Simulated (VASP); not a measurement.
Here is a VASP 6.6.1 calculation.

The input INCAR:

```
PREC     = Accurate       # precision mode
ENCUT    = 520            # plane-wave cutoff, eV
EDIFF    = 1E-7           # SCF threshold, eV
ISMEAR   = 0              # smearing method
SIGMA    = 0.1            # smearing width, eV
LREAL    = False          # projectors in reciprocal space
LASPH    = True           # aspherical terms in the spheres
NELM     = 80             # most SCF steps
ALGO     = Normal         # electronic algorithm
ISIF     = 2              # what is computed and relaxed
LWAVE    = False          # write WAVECAR
LCHARG   = False          # write CHGCAR
GGA      = PE             # functional
NBANDS   = 32             # bands
```

KPOINTS

```
Automatic mesh
0
Gamma
  12 12 12
```

Contents of POSCAR:

```
Zr3S2
1.0
    1.8068557282      1.0431886411      8.5854097537
   -1.8068557282      1.0431886411      8.5854097537
    0.0000000000     -2.0863772821      8.5854097537
Zr S
3 2
Direct
    0.0000000000      0.0000000000      0.0000000000
    0.2156020220      0.2156020220      0.2156020220
    0.7843979780      0.7843979780      0.7843979780
    0.3942080845      0.3942080845      0.3942080845
    0.6057919155      0.6057919155      0.6057919155
```

Potentials or basis: VASP PAW PBE potentials, release 64 (Zr_sv, S).

Launch:

```console
$ cat potpaw_PBE.64/Zr_sv/POTCAR potpaw_PBE.64/S/POTCAR > POTCAR
$ mpirun -np 1 vasp_std > vasp.out
```

Predict the pressure.

0.0 GPa.

Estimate the largest force.

0.011 eV/Å.

Forces in eV/Å, atoms in the order of the input:
```
Zr   0.000  0.000  0.000
Zr   0.000  0.000 -0.011
Zr   0.000  0.000  0.011
S    0.000  0.000 -0.005
S    0.000  0.000  0.005
```
